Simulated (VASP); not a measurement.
Write the native input for VASP 6.6.1 that does the following.

```
Task                   : single point
Functional             : PBEsol
Potentials or basis    : VASP PAW PBE potentials, release 64 (Sb)
Cutoff                 : 520 eV
k mesh                 : 12 × 12 × 12
Occupations            : fermi-dirac, width 0.05 eV
Spin                   : non-collinear spin, zero start, spin-orbit coupling
Starting moments       : [[0.0, 0.0, 0.0]] μB
Dipole correction      : no
Further INCAR settings : ALGO = Normal; EDIFF = 1e-07; NBANDS = 16
```

The structure of Sb lies in POSCAR:

```
Sb
1.0
   -1.5765401831      1.5765401831      2.7119384313
    1.5765401831     -1.5765401831      2.7119384313
    1.5765401831      1.5765401831     -2.7119384313
Sb
1
Direct
    0.0000000000      0.0000000000      0.0000000000
```

These files were run (other wordings do the same):

INCAR

```
PREC     = Accurate       # precision mode
ENCUT    = 520            # plane-wave cutoff, eV
EDIFF    = 1E-7           # SCF threshold, eV
ISMEAR   = -1             # smearing method
SIGMA    = 0.05           # smearing width, eV
LREAL    = False          # projectors in reciprocal space
LASPH    = True           # aspherical terms in the spheres
NELM     = 150            # most SCF steps
ALGO     = Normal         # electronic algorithm
ISIF     = 2              # what is computed and relaxed
LWAVE    = False          # write WAVECAR
LCHARG   = False          # write CHGCAR
LNONCOLLINEAR= True           # non-collinear magnetism
MAGMOM   = 0 0 0          # initial moments
LORBIT   = 11             # projections on sites
LSORBIT  = True           # spin-orbit coupling
GGA_COMPAT= False        
LORBMOM  = True         
GGA      = PS             # functional
NBANDS   = 16             # bands
```

KPOINTS

```
regular mesh
0
Gamma
  12 12 12
```

Potentials or basis: VASP PAW PBE potentials, release 64 (Sb).

Launch:

```sh
$ cat potpaw_PBE.64/Sb/POTCAR > POTCAR
$ mpirun -np 1 vasp_ncl > vasp.out
```

Results of the run:

| Item | Value |
| --- | --- |
| Pressure | -1.1 GPa |
| Net moment | 0.00 μB per cell |
| Valence electrons inside the program's atomic spheres | Sb 2.34 |

Caveat: the PAW data sets were made with another functional, which shifts forces and pressure a little.

It took 3.8 min on 1 thread of Intel Xeon 8259CL, with other jobs on the host, peak memory 0.3 GiB.
